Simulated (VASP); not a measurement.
# CsH5 (P6/mmm) in VASP: further runs, part 2 of 2

VASP 6.6.1. The steps go on from the part before.

## (4) Relaxation of cell and atoms, PBE

This run uses another cell than the first one, of 12.51 Å³/atom, 0.374 times its volume.

File INCAR:

```
  PREC = Accurate
  ENCUT = 600
  EDIFF = 1E-7
  ISMEAR = 0
  SIGMA = 0.1
  LREAL = False
  LASPH = True
  NELM = 100
  ALGO = Normal
  ISIF = 3
  LWAVE = False
  LCHARG = False
  GGA = PE
  IBRION = 2
  NSW = 90
  EDIFFG = -0.04
```

File KPOINTS:

```
regular mesh
0
Gamma
  6 6 4
```

File POSCAR:

```
CsH5
1.0
    3.9577432400      0.0000000000      0.0000000000
   -1.9788716200      3.4275061900      0.0000000000
    0.0000000000      0.0000000000      5.5335843500
Cs H
1 5
Direct
    0.0000000000      0.0000000000      0.0000000000
    0.5000000000      0.0000000000      0.0000000000
    0.0000000000      0.5000000000      0.0000000000
    0.5000000000      0.5000000000      0.0000000000
    0.0000000000      0.0000000000      0.3726795000
    0.0000000000      0.0000000000      0.6273205000
```

Potentials or basis: VASP PAW PBE potentials, release 64 (Cs_sv, H).

The run is started by

```
$ cat potpaw_PBE.64/Cs_sv/POTCAR potpaw_PBE.64/H/POTCAR > POTCAR
$ mpirun -np 1 vasp_std > vasp.out
```

OUTCAR:

```text
PREC = Accurate
   ENCUT = 600
   EDIFF = 1E-7
   ISMEAR = 0
   LREAL = False
   LASPH = True
   NELM = 100
   ISIF = 3
   GGA = PE
   IBRION = 2
   NSW = 90
   EDIFFG = -0.04

 ion  position               nearest neighbor table
   1  0.000  0.000  0.000-   2 1.98   2 1.98   4 1.98   3 1.98   3 1.98   4 1.98
   2  0.500  0.000  0.000-   1 1.98   1 1.98
   3  0.000  0.500  0.000-   1 1.98   1 1.98
   4  0.500  0.500  0.000-   1 1.98   1 1.98
   5  0.000  0.000  0.373-
   6  0.000  0.000  0.627-

  LATTYP: Found a hexagonal cell.
 ALAT       =     3.9577432400
 C/A-ratio  =     1.3981665850

  Lattice vectors:

 A1 = (   3.9577432400,   0.0000000000,   0.0000000000)
 A2 = (  -1.9788716200,   3.4275061900,   0.0000000000)
 A3 = (   0.0000000000,   0.0000000000,   5.5335843500)

Analysis of symmetry for initial positions (statically):
=====================================================================
 Subroutine PRICEL returns:
 Original cell was already a primitive cell.

 Routine SETGRP: Setting up the symmetry group for a
 hexagonal supercell.

 Subroutine GETGRP returns: Found 24 space group operations
 (whereof 24 operations were pure point group operations)
 out of a pool of 24 trial point group operations.

The static configuration has the point symmetry D_6h.

Analysis of symmetry for dynamics (positions and initial velocities):
[... 293 lines left out ...]
      2      -8.9769      2.00000
      3      -7.9753      2.00000
      4      -7.9753      2.00000
      5      -6.7960      2.00000
      6      -4.2724      2.00000
      7      -1.2016      2.00000
      8      -1.2016      2.00000
      9       4.2422      0.00000
     10       5.3546      0.00000
     11       6.6633      0.00000
[... 267 lines left out ...]
 k-point    21 :       0.3333    0.3333    0.5000
  band No.  band energies     occupation
      1     -21.3750      2.00000
      2      -9.8021      2.00000
      3      -9.8021      2.00000
      4      -9.5369      2.00000
      5      -4.7536      2.00000
      6       0.2069      1.99767
      7       0.3390      1.76047
      8       0.3390      1.76047
      9       1.5499      0.00000
     10       2.5788      0.00000
     11       2.5788      0.00000

[... ionic steps 4 to 17 ...]

--------------------------------------- Ionic step       18  -------------------------------------------

 number of electron      14.0000014 magnetization

------------------------ aborting loop because EDIFF is reached ----------------------------------------
[... 75 lines left out ...]
--------------------------------------- Ionic step       20  -------------------------------------------

 number of electron      14.0000012 magnetization

 Free energy of the ion-electron system (eV)
  ---------------------------------------------------
  ext. energy  EPLUGINS =         0.00000000
  ---------------------------------------------------
  free energy    TOTEN  =       -12.84346872 eV

  energy without entropy =      -12.83783434  energy(sigma->0) =      -12.84065153

 E-fermi :  -3.0166     XC(G=0):  -4.8654

 val. band max:       -3.0377682742   @ k =   0.0000   0.0000   0.5000
 cond. band min:      -2.8362737853   @ k =   0.1667   0.0000   0.0000
 fundamental gap:      0.2014944889
 Fermi energy:        -3.0165697379

 k-point     1 :       0.0000    0.0000    0.0000
  band No.  band energies     occupation
      1     -23.2872      2.00000
      2     -10.3358      2.00000
      3     -10.0787      2.00000
      4     -10.0787      2.00000
      5      -9.1793      2.00000
      6      -5.4183      2.00000
      7      -3.0410      1.26987
      8      -3.0410      1.26987
      9       1.5399      0.00000
     10       1.5894      0.00000
     11       3.9633      0.00000
[... 311 lines left out ...]
  FREE ENERGIE OF THE ION-ELECTRON SYSTEM (eV)
  ---------------------------------------------------
  free  energy   TOTEN  =       -12.8434687166 eV

  energy  without entropy=      -12.8378343400  energy(sigma->0) =      -12.84065153

 reached required accuracy - stopping structural energy minimisation
```

CONTCAR:

```text
CsH5
   1.00000000000000
     5.3737289930774041   -0.0000000000000000    0.0000000000000000
    -2.6868644965387021    4.6537858265195284    0.0000000000000000
     0.0000000000000000    0.0000000000000000    7.1459954562883858
  Cs              H
     1     5
Direct
     0.0000000000000000    0.0000000000000000    0.0000000000000000
     0.5000000000000000    0.0000000000000000    0.0000000000000000
     0.0000000000000000    0.5000000000000000    0.0000000000000000
     0.5000000000000000    0.5000000000000000    0.0000000000000000
     0.0000000000000000    0.0000000000000000    0.4475403538044299
     0.0000000000000000    0.0000000000000000    0.5524596461955702

  0.00000000E+00  0.00000000E+00  0.00000000E+00
  0.00000000E+00  0.00000000E+00  0.00000000E+00
  0.00000000E+00  0.00000000E+00  0.00000000E+00
  0.00000000E+00  0.00000000E+00  0.00000000E+00
  0.00000000E+00  0.00000000E+00  0.00000000E+00
  0.00000000E+00  0.00000000E+00  0.00000000E+00
```

Run time: 4.3 min. Hardware: 1 thread of AMD EPYC 9R45 (Zen 5), shared host; peak memory 0.19 GiB.

What came out:

```yaml
Free_energy: -12.8435 eV
Relaxed_volume: 29.78 Å³/atom
Relaxed_cell: a = 5.374 Å, b = 5.374 Å, c = 7.146 Å, α = 90.00°, β = 90.00°, γ = 120.00°
Space_group_after_relaxing_to_0.05_Å: P6/mmm (No. 191)
Energy_gained_by_relaxing: 925.8 meV/atom
Ionic_steps: 20
Pressure_after_relaxing: -0.1 GPa
Largest_force_after_relaxing: 0.039 eV/Å
Band_gap_on_the_k_mesh: zero (filled and empty bands overlap)
```

Forces in eV/Å, atoms in the order of the input:
```
Cs   0.000  0.000  0.000
H    0.000  0.000  0.000
H    0.000  0.000  0.000
H    0.000  0.000  0.000
H    0.000  0.000  0.039
H    0.000  0.000 -0.039
```

The path:
```csv
step,energy change (eV),largest force (eV/Å),pressure (GPa),volume (Å³)
1,0.0000,3.4219,14.53,75.06
2,-2.5401,4.9844,8.42,88.00
3,80.8170,1070.7411,49.83,134.47
4,-2.8574,4.8560,8.54,88.31
5,-4.0402,12.4822,7.44,109.93
6,-4.2913,2.6248,6.48,97.31
7,-4.6679,1.8048,6.31,103.50
8,-5.0335,2.7123,2.02,122.20
9,-5.0336,2.6997,2.04,122.10
10,-5.2851,2.0383,1.32,134.04
11,-5.4993,0.5439,-0.09,168.44
12,-5.5120,0.0836,0.11,161.01
13,-5.5119,0.0139,0.08,161.86
14,-5.5161,0.0486,0.06,162.53
15,-5.5268,0.1489,-0.01,164.55
16,-5.5412,0.3357,-0.12,168.58
17,-5.5482,0.6580,-0.28,176.56
18,-5.5510,0.5154,-0.25,177.08
19,-5.5548,0.1408,-0.17,178.37
20,-5.5550,0.0388,-0.15,178.71
```

Final structure:
```
Cs H
1.0
     5.37373    0.00000    0.00000
    -2.68686    4.65379    0.00000
     0.00000    0.00000    7.14600
Cs H
1 5
Direct
  0.00000 0.00000 0.00000
  0.50000 0.00000 0.00000
  0.00000 0.50000 0.00000
  0.50000 0.50000 0.00000
  0.00000 0.00000 0.44754
  0.00000 0.00000 0.55246
```

Levels at points of the mesh, in eV from the Fermi level:
```tsv
k point	band 5	band 6	band 7	band 8	band 9	band 10
(0.00, 0.00, 0.00)	-6.16	-2.40	-0.02	-0.02	4.56	4.61
(0.50, 0.00, 0.00)	-6.14	-1.11	-0.36	0.90	4.73	5.02
(0.00, 0.00, 0.50)	-5.96	-2.40	-0.02	-0.02	3.83	4.24
(0.50, 0.00, 0.50)	-5.95	-1.10	-0.35	0.90	3.80	4.18
```

Caveat: the volume moved by over 15 % at a fixed basis, so the end points are rough; spin-orbit coupling is left out, which moves the levels of the heavy elements.

## (5) The runs side by side

| task | cell | k mesh | cutoff (eV) | gap on the mesh (eV) | pressure (GPa) | relaxed volume (Å³/atom) | largest force (eV/Å) |
| --- | --- | --- | --- | --- | --- | --- | --- |
| relaxation of cell and atoms | relaxed from a = 5.458, b = 5.458, c = 7.787 Å, angles 90.0, 90.0, 120.0°, 6 atoms | 9 × 9 × 6 | 600 | none | 0.0 | 36.43 | - |
| single point | a = 5.458, b = 5.458, c = 7.787 Å, angles 90.0, 90.0, 120.0°, 6 atoms | 6 × 6 × 4 | 520 | none | 0.0 | - | 0.01 |
| relaxation of cell and atoms | relaxed from a = 3.958, b = 3.958, c = 5.534 Å, angles 90.0, 90.0, 120.0°, 6 atoms | 6 × 6 × 4 | 600 | none | -0.1 | 29.78 | 0.04 |

Alike in all rows: level PBE; potentials or basis VASP PAW PBE potentials, release 64 (Cs_sv, H); no spin polarisation; smearing gaussian 0.1 eV.

Caveats: spin-orbit coupling is left out, which moves the levels of the heavy elements; the volume moved by over 15 % at a fixed basis, so the end points are rough (some runs).

Total energies depend on the potentials used, so only differences within one code and one set of settings carry meaning.
